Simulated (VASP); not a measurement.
# Ti (Fm-3m) in VASP: further runs, part 3 of 3

VASP 6.6.1. Earlier steps stand in the parts before.

## 5. Single point, PBE, collinear spin, ferromagnetic start

This run uses another cell than the first one, of 14.25 Å³/atom, 0.732 times its volume.

INCAR

```
PREC     = Accurate       # precision mode
ENCUT    = 520            # plane-wave cutoff, eV
EDIFF    = 1E-7           # SCF threshold, eV
ISMEAR   = 0              # smearing method
SIGMA    = 0.15           # smearing width, eV
LREAL    = F              # projectors in reciprocal space
LASPH    = T              # aspherical terms in the spheres
NELM     = 150            # most SCF steps
ALGO     = Normal         # electronic algorithm
ISIF     = 2              # what is computed and relaxed
LWAVE    = F              # write WAVECAR
LCHARG   = F              # write CHGCAR
ISPIN    = 2              # spin polarisation
MAGMOM   = 0.5            # initial moments
LORBIT   = 11             # projections on sites
NUPDOWN  = 0.5            # fixed moment
LMAXMIX  = 4              # l up to which the mixer works
GGA      = PE             # functional
NBANDS   = 16             # bands
```

KPOINTS

```
Automatic mesh
0
Gamma
  20 20 20
```

POSCAR

```
Ti
1.0
    0.0000000000      1.9243855913      1.9243855913
    1.9243855913      0.0000000000      1.9243855913
    1.9243855913      1.9243855913      0.0000000000
Ti
1
Direct
    0.0000000000      0.0000000000      0.0000000000
```

Potentials or basis: VASP PAW PBE potentials, release 64 (Ti_sv).

Launch:

```console
> cat potpaw_PBE.64/Ti_sv/POTCAR > POTCAR
> mpirun -np 1 vasp_std > vasp.out
```

OUTCAR:

```text
PREC = Accurate
   ENCUT = 520
   EDIFF = 1E-7
   ISMEAR = 0
   LREAL = F
   LASPH = T
   NELM = 150
   ISIF = 2
   ISPIN = 2
   LORBIT = 11
   NUPDOWN = 0.5
   GGA = PE

 ion  position               nearest neighbor table
   1  0.000  0.000  0.000-

  LATTYP: Found a face centered cubic cell.
 ALAT       =     3.8487711826

  Lattice vectors:

 A1 = (   0.0000000000,   1.9243855913,   1.9243855913)
 A2 = (   1.9243855913,   0.0000000000,   1.9243855913)
 A3 = (   1.9243855913,   1.9243855913,   0.0000000000)

Analysis of symmetry for initial positions (statically):
=====================================================================
 Subroutine PRICEL returns:
 Original cell was already a primitive cell.

 Routine SETGRP: Setting up the symmetry group for a
 face centered cubic supercell.

 Subroutine GETGRP returns: Found 48 space group operations
 (whereof 48 operations were pure point group operations)
 out of a pool of 48 trial point group operations.

The static configuration has the point symmetry O_h .

Analysis of symmetry for dynamics (positions and initial velocities):
=====================================================================
 Subroutine PRICEL returns:
 Original cell was already a primitive cell.

 Routine SETGRP: Setting up the symmetry group for a
 face centered cubic supercell.

 Subroutine GETGRP returns: Found 48 space group operations
 (whereof 48 operations were pure point group operations)
 out of a pool of 48 trial point group operations.

The dynamic configuration has the point symmetry O_h .

Analysis of structural, dynamic, and magnetic symmetry:
=====================================================================
 Subroutine PRICEL returns:
 Original cell was already a primitive cell.

 Routine SETGRP: Setting up the symmetry group for a
 face centered cubic supercell.

 Subroutine GETGRP returns: Found 48 space group operations
 (whereof 48 operations were pure point group operations)
 out of a pool of 48 trial point group operations.

The overall configuration has the point symmetry O_h .

 Subroutine INISYM returns: Found 48 space group operations
 (whereof 48 operations are pure point group operations),
 and found     1 'primitive' translations

----------------------------------------------------------------------------------------

                                     Primitive cell

  volume of cell :      14.2530

  direct lattice vectors                    reciprocal lattice vectors
     0.000000000  1.924385591  1.924385591    -0.259823188  0.259823188  0.259823188
     1.924385591  0.000000000  1.924385591     0.259823188 -0.259823188  0.259823188
     1.924385591  1.924385591  0.000000000     0.259823188  0.259823188 -0.259823188

  length of vectors
     2.721492202  2.721492202  2.721492202     0.450026963  0.450026963  0.450026963

  position of ions in fractional coordinates (direct lattice)
     0.000000000  0.000000000  0.000000000

  ion indices of the primitive-cell ions
   primitive index   ion index
                 1           1

----------------------------------------------------------------------------------------

 KPOINTS: Automatic mesh

Automatic generation of k-mesh.
 Grid dimensions read from file:
 generate k-points for:   20   20   20

 Generating k-lattice:
[... 50 lines left out ...]
   NGX,Y,Z   is equivalent  to a cutoff of  12.22, 12.22, 12.22 a.u.
   NGXF,Y,Z  is equivalent  to a cutoff of  24.43, 24.43, 24.43 a.u.
 SYSTEM =  unknown system
   PREC   = accura    normal or accurate (medium, high low for compatibility)
   ISTART =      0    job   : 0-new  1-cont  2-samecut
   ICHARG =      2    charge: 1-file 2-atom 10-const
   ISPIN  =      2    spin polarized calculation?
   LNONCOLLINEAR =      F non collinear calculations
   LSORBIT =      F    spin-orbit coupling
   LASPH  =      T    aspherical Exc in radial PAW
   ENCUT  =  520.0 eV  38.22 Ry    6.18 a.u.   5.06  5.06  5.06*2*pi/ulx,y,z
   NELM   =    150;   NELMIN=  2; NELMDL= -5     # of ELM steps
   EDIFF  = 0.1E-06   stopping-criterion for ELM
   LREAL  =      F    real-space projection
   EDIFFG = 0.1E-05   stopping-criterion for IOM
   NSW    =      0    number of steps for IOM
   IBRION =     -1    ionic relax: 0-MD 1-quasi-New 2-CG
   NFREE  =      0    steps in history (QN), initial steepest desc. (CG)
   ISIF   =      2    stress and relaxation
   ISYM   =      2    0-nonsym 1-usesym 2-fastsym
   POTIM  = 0.5000    time-step for ionic-motion
   TEBEG  =    0.0;   TEEND  =   0.0 temperature during run
   PSTRESS=    0.0 pullay stress
   NELECT =      12.0000    total number of electrons
   NUPDOWN=       0.5000    fix difference up-down
   EMIN   =  10.00;   EMAX   =-10.00  energy-range for DOS
   EFERMI =   0.00;   METHOD = LEGACY
   ISMEAR =     0;   SIGMA  =   0.15  broadening in eV -4-tet -1-fermi 0-gaus
   EFERMI_NEDOS =   21; number of points for ismear=-14 and -15
   IALGO  =     38    algorithm
   IMIX   =      4    mixing-type and parameters
     AMIX     =   0.40;   BMIX     =  1.00
     AMIX_MAG =   1.60;   BMIX_MAG =  1.00
  volume/ion in A,a.u.               =      14.25        96.18
  Fermi-wavevector in a.u.,A,eV,Ry     =   1.545847  2.921227 32.513063  2.389643
  Thomas-Fermi vector in A             =   2.651167
   LORBIT       =     11    0 simple, 1 ext, 2 COOP (PROOUT), +10 PAW based schemes
   GGA     = PE    functional components
   LHFCALC =     F    Hartree Fock is set to
   AEXX    =    0.0000 exact exchange contribution
   IVDW    =     0    specifies the selected vdW correction
   LEPSILON=     F    determine dielectric tensor
   LRPA    =     F    only Hartree local field effects (RPA)
 spin polarized calculation
 Gauss-broadening in eV      SIGMA  =   0.15
  energy-cutoff  :      520.00
  volume of cell :       14.25
 maximum number of plane-waves:       392
   NGX = 11   NGY = 11   NGZ = 11

 number of electron      11.9999994 magnetization       0.5000000

 Free energy of the ion-electron system (eV)
  ---------------------------------------------------
  ext. energy  EPLUGINS =         0.00000000
  ---------------------------------------------------
  free energy    TOTEN  =        -7.49845506 eV

  energy without entropy =       -7.48360083  energy(sigma->0) =       -7.49102795

 E-fermi :  10.3232     XC(G=0): -12.4550

 val. band max:       10.6740722701   @ k =   0.4500   0.2000   0.1000
 cond. band min:      10.3233590165   @ k =  -0.4500   0.1500   0.0000
 fundamental gap:     -0.3507132536
 Fermi energy:        10.6759921813

 spin component 1

 k-point     1 :       0.0000    0.0000    0.0000
  band No.  band energies     occupation
      1     -46.0709      1.00000
      2     -21.6093      1.00000
      3     -21.6093      1.00000
      4     -21.6093      1.00000
      5       3.7945      1.00000
      6      11.2802      0.00000
[... 435 lines left out ...]
      5       7.0455      1.00000
      6      10.5940      0.78031
[... 8 lines left out ...]
     15      35.7443      0.00000
     16      35.9103      0.00000

 [... further k-points ...]

 spin component 2

 k-point     1 :       0.0000    0.0000    0.0000
  band No.  band energies     occupation
      1     -45.7637      1.00000
      2     -21.3057      1.00000
      3     -21.3057      1.00000
      4     -21.3057      1.00000
      5       4.2119      1.00000
      6      11.6743      0.00000
[... 435 lines left out ...]
      5       7.4808      1.00000
      6      10.9826      0.00000
[... 8 lines left out ...]
     15      36.0935      0.00000
     16      36.2966      0.00000

 [... further k-points ...]

------------------------ aborting loop because EDIFF is reached ----------------------------------------

  FORCE on cell =-STRESS in cart. coord.  units (eV):
  Direction    XX          YY          ZZ          XY          YZ          ZX
  --------------------------------------------------------------------------------------
  -------------------------------------------------------------------------------------
  Total        2.7048374      2.7048374      2.7048374      0.0000000      0.0000000     -0.0000000
  in kB      304.0503128    304.0503128    304.0503128      0.0000000      0.0000000     -0.0000000
  external PRESSURE =     304.0503128 kB  Pullay stress =       0.0000000 kB

 VOLUME and BASIS-vectors are now :
 -----------------------------------------------------------------------------
  energy-cutoff  :      520.00
  volume of cell :       14.25
      direct lattice vectors                 reciprocal lattice vectors
     0.000000000  1.924385591  1.924385591    -0.259823188  0.259823188  0.259823188
     1.924385591  0.000000000  1.924385591     0.259823188 -0.259823188  0.259823188
     1.924385591  1.924385591  0.000000000     0.259823188  0.259823188 -0.259823188

 POSITION                                       TOTAL-FORCE (eV/Angst)
 -----------------------------------------------------------------------------------
      0.00000      0.00000      0.00000        -0.000000     -0.000000      0.000000
 -----------------------------------------------------------------------------------
    total drift:                               -0.000000     -0.000000     -0.000000

  FREE ENERGIE OF THE ION-ELECTRON SYSTEM (eV)
  ---------------------------------------------------
  free  energy   TOTEN  =        -7.4984550647 eV

  energy  without entropy=       -7.4836008316  energy(sigma->0) =       -7.49102795

 total charge

# of ion       s       p       d       tot
------------------------------------------
    1        2.292   6.155   2.087  10.534

 magnetization (x)

# of ion       s       p       d       tot
------------------------------------------
    1        0.006   0.045   0.314   0.365
```

It took 3.1 min on 1 thread of AMD EPYC 7R13, shared host; peak memory 0.17 GiB.

What came out:

| Property | Result |
| --- | --- |
| Free energy | -7.4985 eV |
| Pressure | 30.4 GPa |
| Net moment | 0.50 μB per cell |
| Site moments | Ti +0.36 μB |
| Valence electrons inside the program's atomic spheres | Ti 10.53 |

Caveat: the total moment is fixed, so each spin has its own Fermi level.

## 6. Overview

| spin | fixed moment (μB) | cell | gap on the mesh (eV) | pressure (GPa) | moment (μB) |
| --- | --- | --- | --- | --- | --- |
| off | - | a = 3.020 Å, angles 60.0°, 1 atom | none | -10.0 | - |
| off | - | a = 3.073 Å, angles 60.0°, 1 atom | none | -13.3 | - |
| collinear, ferromagnetic start | 0.75 | a = 2.721 Å, angles 60.0°, 1 atom | - | 32.0 | 0.75 |
| collinear, ferromagnetic start | 0.5 | a = 2.721 Å, angles 60.0°, 1 atom | - | 30.4 | 0.50 |

Alike in all rows: task single point; level PBE; potentials or basis VASP PAW PBE potentials, release 64 (Ti_sv); k mesh 20 × 20 × 20; cutoff (eV) 520; smearing gaussian 0.15 eV.

Caveats: the total moment is fixed, so each spin has its own Fermi level (some runs).

Total energies depend on the potentials used, so only differences within one code and one set of settings carry meaning.
